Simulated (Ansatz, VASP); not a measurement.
# Ti: VASP beside Ansatz

File POSCAR:

```
Ti
1.0
    3.0965177982      0.0000000000      0.0000000000
   -1.5482588991      2.5418607360      0.0000000000
    0.0000000000      0.0000000000      4.4760739230
Ti
2
Direct
    0.3333333333      0.6666666667      0.2500000000
    0.6666666667      0.3333333333      0.7500000000
```

File INCAR.step1:

```
ALGO = Normal ; EDIFF = 1E-4
ENCUT = 520 ; GGA = PE
ISMEAR = 1 ; LASPH = True
LCHARG = False ; LREAL = False
LWAVE = True ; NBANDS = 19
NELM = 60 ; PREC = Accurate
SIGMA = 0.05
```

The input INCAR.step2:

```
ALGO = Normal ; EDIFF = 1E-6
ENCUT = 520 ; ISIF = 2
ISMEAR = 1 ; ISTART = 1
LASPH = True ; LCHARG = True
LELF = True ; LMIXTAU = True
LREAL = False ; LVHAR = True
LWAVE = False ; METAGGA = R2SCAN
NBANDS = 19 ; NELM = 60
PREC = Accurate ; SIGMA = 0.05
```

KPOINTS

```
k-points
0
Gamma
  18 18 10
```

Input for Ansatz:

```yaml
crystal:
  lattice:
    - [3.0965177982, 0.0, 0.0]
    - [-1.5482588991, 2.541860736, 0.0]
    - [0.0, 0.0, 4.476073923]
  atoms:
    - { symbol: Ti, position: [0.3333333333, 0.6666666667, 0.25] }
    - { symbol: Ti, position: [0.6666666667, 0.3333333333, 0.75] }
basis:
  ecutwfc: 520.0
kpoints:
  mp_grid: { grid: [18, 18, 10] }
hamiltonian:
  xc: r2scan
scf:
  occupations: { method: cold, width: 0.05 }
output:
  forces: true
  stress: true
  eigenvalues: true
```

Change from the starting cell: normal strain along x +0.0550, normal strain along z -0.0350.

Alike in both runs: task single point; functional r2SCAN; k mesh 18 × 18 × 10; no spin polarisation.

|  | VASP | Ansatz |
| --- | --- | --- |
| version | VASP 6.6.1 | Ansatz 0.2.0 |
| potentials or method | VASP PAW PBE potentials, release 64 (Ti_sv), cutoff 520 eV | scalar-relativistic, plane waves, PAW |
| occupations | methfessel-paxton of order 1, width 0.05 eV | cold, width 0.05 eV |
| valence electrons in the cell | 24 | 24 |

|  | VASP | Ansatz | Ansatz less VASP |
| --- | --- | --- | --- |
| gap on the k mesh at the Fermi level (eV) | none | none | - |
| pressure (GPa) | -1.6 | -1.9 | -0.33 |
| traceless stress, the component that is largest in VASP (GPa) | -5.61 | -5.56 | +0.052 |
| rms of the force components (eV/Å) | 0.126 | 0.126 | -0.0003 |

VASP's potentials were made for PBE, not for r2SCAN. Atom by atom the forces differ by 0.000 eV/Å (rms over components). A gap of «none» marks a metal or a gap that the smearing closes.
